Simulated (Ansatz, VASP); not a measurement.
NaBe2: VASP beside Ansatz

```xyz
3
Lattice="3.8148 0.0000 0.0000 -1.9074 3.3037 0.0000 0.0000 0.0000 4.1275" Properties=species:S:1:pos:R:3 pbc="T T T"
Na    0.0000    0.0000    0.0000
Be    0.0000    2.2025    2.0638
Be    1.9074    1.1012    2.0638
```

Change from the starting cell: species swapped into the HfB2 type (P6/mmm, No. 191).

Alike in both runs: functional PBE; k mesh 12 × 12 × 12; occupations gaussian, width 0.1 eV; no spin polarisation.

Ansatz relaxed the structure, and its values are those at the end. VASP's run is a single point on that final structure, the one shown.

|  | VASP | Ansatz |
| --- | --- | --- |
| version | VASP 6.6.1 | Ansatz 0.2.0 |
| potentials or method | VASP PAW PBE potentials, release 64 (Na_pv, Be), cutoff 520 eV | scalar-relativistic, plane waves, PAW |
| valence electrons in the cell | 11 | 13 |

Ansatz gave:

```
gap on the k mesh at the Fermi level (eV) : none
pressure (GPa)                            : 0.0
```

Question: Estimate VASP's values.

Answer: gap on the k mesh at the Fermi level (eV): none; pressure (GPa): 0.1.

A gap of «none» marks a metal or a gap that the smearing closes. VASP's potentials hold 11 valence electrons a cell and Ansatz's 13, so a difference there can come from the potentials and not from the codes.
